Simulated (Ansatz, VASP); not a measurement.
In2O3 in VASP and in Ansatz

The input INCAR:

```
PREC     = Accurate       # precision mode
ENCUT    = 520            # plane-wave cutoff, eV
EDIFF    = 1E-6           # SCF threshold, eV
ISMEAR   = -1             # smearing method
SIGMA    = 0.05           # smearing width, eV
LREAL    = F              # projectors in reciprocal space
LASPH    = T              # aspherical terms in the spheres
NELM     = 100            # most SCF steps
ALGO     = Normal         # electronic algorithm
ISIF     = 2              # what is computed and relaxed
LWAVE    = F              # write WAVECAR
LCHARG   = F              # write CHGCAR
GGA      = PS             # functional
NBANDS   = 55             # bands
```

Contents of KPOINTS:

```
Automatic mesh
0
Gamma
  6 6 6
```

File POSCAR:

```
In2O3
1.0
    2.7435000000      1.5839604635      4.8366666667
   -2.7435000000      1.5839604635      4.8366666667
    0.0000000000     -3.1679209270      4.8366666667
In O
4 6
Direct
    0.8573100000      0.8573100000      0.8573100000
    0.6426900000      0.6426900000      0.6426900000
    0.1426900000      0.1426900000      0.1426900000
    0.3573100000      0.3573100000      0.3573100000
    0.0480000000      0.7500000000      0.4520000000
    0.7500000000      0.4520000000      0.0480000000
    0.4520000000      0.0480000000      0.7500000000
    0.9520000000      0.2500000000      0.5480000000
    0.2500000000      0.5480000000      0.9520000000
    0.5480000000      0.9520000000      0.2500000000
```

File input.yaml:

```yaml
crystal:
  lattice:
    - [2.7435, 1.5839604635, 4.8366666667]
    - [-2.7435, 1.5839604635, 4.8366666667]
    - [0.0, -3.167920927, 4.8366666667]
  atoms:
    - { symbol: In, position: [0.85731, 0.85731, 0.85731] }
    - { symbol: In, position: [0.64269, 0.64269, 0.64269] }
    - { symbol: In, position: [0.14269, 0.14269, 0.14269] }
    - { symbol: In, position: [0.35731, 0.35731, 0.35731] }
    - { symbol: O, position: [0.048, 0.75, 0.452] }
    - { symbol: O, position: [0.75, 0.452, 0.048] }
    - { symbol: O, position: [0.452, 0.048, 0.75] }
    - { symbol: O, position: [0.952, 0.25, 0.548] }
    - { symbol: O, position: [0.25, 0.548, 0.952] }
    - { symbol: O, position: [0.548, 0.952, 0.25] }
hamiltonian:
  xc: pbesol
  pseudopotentials: { kind: paw }
kpoints:
  mp_grid: { grid: [6, 6, 6] }
  band_path:
    path:
      - [[0.0, 0.0, 0.0], [0.5, 0.0, 0.0], [0.5, 0.2381665116, -0.2381665116]]
      - [[0.7618334884, 0.5, 0.2381665116], [0.5, 0.5, 0.5], [0.0, 0.0, 0.0], [0.3690832558, 0.0, -0.3690832558]]
      - [[0.6309167442, 0.3690832558, 0.0], [0.5, 0.5, 0.0], [0.6309167442, 0.6309167442, 0.2381665116], [0.5, 0.5, 0.5]]
      - [[0.5, 0.0, 0.0], [0.7618334884, 0.3690832558, 0.3690832558]]
    npoints: 10
scf:
  occupations: { method: fermi_dirac, width: 0.05 }
  n_extra_bands: 25
output:
  forces: true
  stress: true
  eigenvalues: true
  fatbands: true
```

Alike in both runs: functional PBEsol; k mesh 6 × 6 × 6; occupations fermi-dirac, width 0.05 eV; no spin polarisation.

```csv
,VASP,Ansatz
version,VASP 6.6.1,Ansatz 0.2.0
potentials or method,"VASP PAW PBE potentials, release 64 (In_d, O)",Ansatz PAW
plane-wave cutoff (eV),520,420
valence electrons in the cell,88,88
task,single point,band structure
```

|  | VASP | Ansatz | Ansatz less VASP |
| --- | --- | --- | --- |
| gap on the k mesh at the Fermi level (eV) | 1.20 | 1.20 | +0.006 |
| least direct gap on the mesh (eV) | 1.24 | 1.25 | +0.006 |
| pressure (GPa) | 2.6 | 2.0 | -0.53 |
| traceless stress, the component that is largest in VASP (GPa) | -0.74 | -0.63 | +0.113 |
| rms of the force components (eV/Å) | 0.078 | 0.073 | -0.0045 |

VASP's potentials were made for PBE, not for PBEsol. Atom by atom the forces differ by 0.005 eV/Å (rms over components).
